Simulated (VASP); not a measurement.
A run of VASP 6.6.1:

The input INCAR:

```
SYSTEM = Nb2Si2O
PREC = Accurate ; ENCUT = 600
EDIFF = 1E-7 ; ISMEAR = 0
SIGMA = 0.1 ; LREAL = .FALSE.
LASPH = .TRUE. ; NELM = 100
ALGO = Normal ; ISIF = 3
LWAVE = .FALSE. ; LCHARG = .FALSE.
GGA = PE ; IBRION = 2
NSW = 100 ; EDIFFG = -0.01
```

The input KPOINTS:

```
Automatic mesh
0
G
  12 12 6
  0 0 0
```

File POSCAR:

```
Nb2Si2O
1.0
    3.1391587878     -1.6927319702      0.0000000000
    3.1391587878      1.6927319702      0.0000000000
   -0.1159723314      0.0000000000      6.7321392537
Nb Si O
2 2 1
Direct
    0.6762651979      0.6762651979      0.8416409927
    0.3237348021      0.3237348021      0.1583590073
    0.6589965214      0.6589965214      0.4141724412
    0.3410034786      0.3410034786      0.5858275588
    0.0000000000      0.0000000000      0.0000000000
```

Potentials or basis: VASP PAW PBE potentials, release 64 (Nb_sv, Si, O).

Run with:

```sh
$ cat potpaw_PBE.64/Nb_sv/POTCAR potpaw_PBE.64/Si/POTCAR potpaw_PBE.64/O/POTCAR > POTCAR
$ mpirun -np 1 vasp_std > vasp.out
```

Hardware: 1 thread of Intel(R) Xeon(R) Platinum 8488C (Sapphire Rapids), on a shared host.

Estimate the wall time of this run.

Run time: 60 min on 1 thread of Intel(R) Xeon(R) Platinum 8488C (Sapphire Rapids), on a shared host, peak memory 0.61 GiB. Counts: scf iterations 124, k points 242, ion steps 13.
